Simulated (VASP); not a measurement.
# MgO (P6_3/mmc) in VASP: notebook, part 2 of 3

VASP 6.6.1.

**3. Single point, PBE (volume changed by -10%)**

The input, INCAR:

```
SYSTEM = MgO
PREC = Accurate
ENCUT = 520
EDIFF = 1E-6
ISMEAR = 0
SIGMA = 0.01
LREAL = .False.
LASPH = .True.
NELM = 80
ALGO = Normal
ISIF = 2
LWAVE = .False.
LCHARG = .False.
GGA = PE
NBANDS = 16
```

The input, KPOINTS:

```
regular mesh
0
Gamma
  6 6 2
  0 0 0
```

The input, POSCAR:

```
MgO
1.0
    2.8221788596      0.0000000000      0.0000000000
   -1.4110894298      2.4440785865      0.0000000000
    0.0000000000      0.0000000000      4.9163700882
Mg O
2 2
Direct
    0.0000000000      0.0000000000      0.0000000000
    0.0000000000      0.0000000000      0.5000000000
    0.3333333333      0.6666666667      0.2500000000
    0.6666666667      0.3333333333      0.7500000000
```

Potentials or basis: VASP PAW PBE potentials, release 64 (Mg, O).

The run is started by

```sh
$ cat potpaw_PBE.64/Mg/POTCAR potpaw_PBE.64/O/POTCAR > POTCAR
$ mpirun -np 1 vasp_std > vasp.out
```

OUTCAR:

```text
SYSTEM = MgO
   PREC = Accurate
   ENCUT = 520
   EDIFF = 1E-6
   ISMEAR = 0
   LREAL = .False.
   LASPH = .True.
   NELM = 80
   ISIF = 2
   GGA = PE

 ion  position               nearest neighbor table
   1  0.000  0.000  0.000-   3 2.04   4 2.04   4 2.04   3 2.04   4 2.04   3 2.04   2 2.46   2 2.46

   2  0.000  0.000  0.500-   3 2.04   4 2.04   4 2.04   3 2.04   4 2.04   3 2.04   1 2.46   1 2.46

   3  0.333  0.667  0.250-   1 2.04   2 2.04   1 2.04   2 2.04   1 2.04   2 2.04
   4  0.667  0.333  0.750-   1 2.04   2 2.04   1 2.04   2 2.04   1 2.04   2 2.04

  LATTYP: Found a hexagonal cell.
 ALAT       =     2.8221788596
 C/A-ratio  =     1.7420476634

  Lattice vectors:

 A1 = (   2.8221788596,   0.0000000000,   0.0000000000)
 A2 = (  -1.4110894298,   2.4440785865,   0.0000000000)
 A3 = (   0.0000000000,   0.0000000000,   4.9163700882)

Analysis of symmetry for initial positions (statically):
=====================================================================
 Subroutine PRICEL returns:
 Original cell was already a primitive cell.

 Routine SETGRP: Setting up the symmetry group for a
 hexagonal supercell.

 Subroutine GETGRP returns: Found 24 space group operations
 (whereof 12 operations were pure point group operations)
 out of a pool of 24 trial point group operations.

The static configuration has the point symmetry D_3d.
 The point group associated with its full space group is D_6h.

Analysis of symmetry for dynamics (positions and initial velocities):
=====================================================================
 Subroutine PRICEL returns:
 Original cell was already a primitive cell.

 Routine SETGRP: Setting up the symmetry group for a
 hexagonal supercell.

 Subroutine GETGRP returns: Found 24 space group operations
 (whereof 12 operations were pure point group operations)
 out of a pool of 24 trial point group operations.

The dynamic configuration has the point symmetry D_3d.
 The point group associated with its full space group is D_6h.

 Subroutine INISYM returns: Found 24 space group operations
 (whereof 12 operations are pure point group operations),
[... 112 lines left out ...]
  Thomas-Fermi vector in A             =   2.407247
   LORBIT       =      0    0 simple, 1 ext, 2 COOP (PROOUT), +10 PAW based schemes
   GGA     = PE    functional components
   LHFCALC =     F    Hartree Fock is set to
   AEXX    =    0.0000 exact exchange contribution
   IVDW    =     0    specifies the selected vdW correction
   LEPSILON=     F    determine dielectric tensor
   LRPA    =     F    only Hartree local field effects (RPA)
 non-spin polarized calculation
 Gauss-broadening in eV      SIGMA  =   0.01
  energy-cutoff  :      520.00
  volume of cell :       33.91
 maximum number of plane-waves:       921
 NGX is ok and might be reduce to    24
   NGX = 11   NGY = 11   NGZ = 19

 number of electron      16.0000003 magnetization

 Free energy of the ion-electron system (eV)
  ---------------------------------------------------
  ext. energy  EPLUGINS =         0.00000000
  ---------------------------------------------------
  free energy    TOTEN  =       -22.84425052 eV

  energy without entropy =      -22.84425052  energy(sigma->0) =      -22.84425052

 E-fermi :   4.1995     XC(G=0): -11.5329

 val. band max:        4.1550302100   @ k =   0.0000   0.0000   0.0000
 cond. band min:       9.6767127833   @ k =   0.0000   0.0000   0.0000
 fundamental gap:      5.5216825733
 Fermi energy:         4.1994817432

 k-point     1 :       0.0000    0.0000    0.0000
  band No.  band energies     occupation
      1     -13.8126      2.00000
      2     -12.4597      2.00000
      3      -1.2881      2.00000
      4       3.5274      2.00000
      5       3.5274      2.00000
      6       3.6009      2.00000
[... 243 lines left out ...]
      3       0.1507      2.00000
      4       0.1507      2.00000
      5       0.8638      2.00000
      6       0.8638      2.00000
[... 8 lines left out ...]
     15      21.1403      0.00000
     16      21.1403      0.00000

------------------------ aborting loop because EDIFF is reached ----------------------------------------

  FORCE on cell =-STRESS in cart. coord.  units (eV):
  Direction    XX          YY          ZZ          XY          YZ          ZX
  --------------------------------------------------------------------------------------
  -------------------------------------------------------------------------------------
  Total        5.4641946      5.4641946      6.0941518      0.0000000      0.0000000      0.0000000
  in kB      258.1620943    258.1620943    287.9251353      0.0000000      0.0000000      0.0000000
  external PRESSURE =     268.0831079 kB  Pullay stress =       0.0000000 kB

 VOLUME and BASIS-vectors are now :
 -----------------------------------------------------------------------------
  energy-cutoff  :      520.00
  volume of cell :       33.91
      direct lattice vectors                 reciprocal lattice vectors
     2.822178860  0.000000000  0.000000000     0.354336153  0.204576073  0.000000000
    -1.411089430  2.444078586  0.000000000     0.000000000  0.409152147  0.000000000
     0.000000000  0.000000000  4.916370088     0.000000000  0.000000000  0.203402100

 POSITION                                       TOTAL-FORCE (eV/Angst)
 -----------------------------------------------------------------------------------
      0.00000      0.00000      0.00000        -0.000000      0.000000     -0.000000
      0.00000      0.00000      2.45819        -0.000000      0.000000     -0.000000
     -0.00000      1.62939      1.22909        -0.000000      0.000000     -0.000000
      1.41109      0.81469      3.68728         0.000000     -0.000000      0.000000
 -----------------------------------------------------------------------------------
    total drift:                               -0.000000      0.000000     -0.000000

  FREE ENERGIE OF THE ION-ELECTRON SYSTEM (eV)
  ---------------------------------------------------
  free  energy   TOTEN  =       -22.8442505164 eV

  energy  without entropy=      -22.8442505164  energy(sigma->0) =      -22.84425052
```

OSZICAR:

```text
N       E                     dE             d eps       ncg     rms          rms(c)
DAV:   1     0.475194036346E+02    0.47519E+02   -0.82486E+03   488   0.918E+02
DAV:   2    -0.236337058225E+02   -0.71153E+02   -0.67369E+02   616   0.199E+02
DAV:   3    -0.260426918633E+02   -0.24090E+01   -0.24055E+01   496   0.341E+01
DAV:   4    -0.260502429566E+02   -0.75511E-02   -0.75509E-02   592   0.220E+00
DAV:   5    -0.260502736760E+02   -0.30719E-04   -0.30719E-04   480   0.135E-01    0.104E+01
DAV:   6    -0.228707380320E+02    0.31795E+01   -0.75073E+00   448   0.225E+01    0.293E+00
DAV:   7    -0.228554284089E+02    0.15310E-01   -0.15805E-01   472   0.315E+00    0.195E+00
DAV:   8    -0.228457323212E+02    0.96961E-02   -0.51215E-02   456   0.259E+00    0.407E-01
DAV:   9    -0.228442796998E+02    0.14526E-02   -0.11711E-03   592   0.338E-01    0.176E-01
DAV:  10    -0.228442613104E+02    0.18389E-04   -0.12566E-03   496   0.278E-01    0.411E-02
DAV:  11    -0.228442504663E+02    0.10844E-04   -0.43860E-05   480   0.631E-02    0.542E-03
DAV:  12    -0.228442505164E+02   -0.50103E-07   -0.24396E-06   528   0.125E-02
   1 F= -.22844251E+02 E0= -.22844251E+02  d E =-.410829E-12
```

Wall time 10 s (1 thread of AMD EPYC 7R43 (Zen 3), shared host); peak memory 0.13 GiB.

What came out:

```
Free energy            : -22.8443 eV
Pressure               : 26.8 GPa
Band gap on the k mesh : 5.52 eV, direct
```

Caveat: the k points lie up to 0.64 Å⁻¹ apart.

(Part 2 of 3 ends here.)
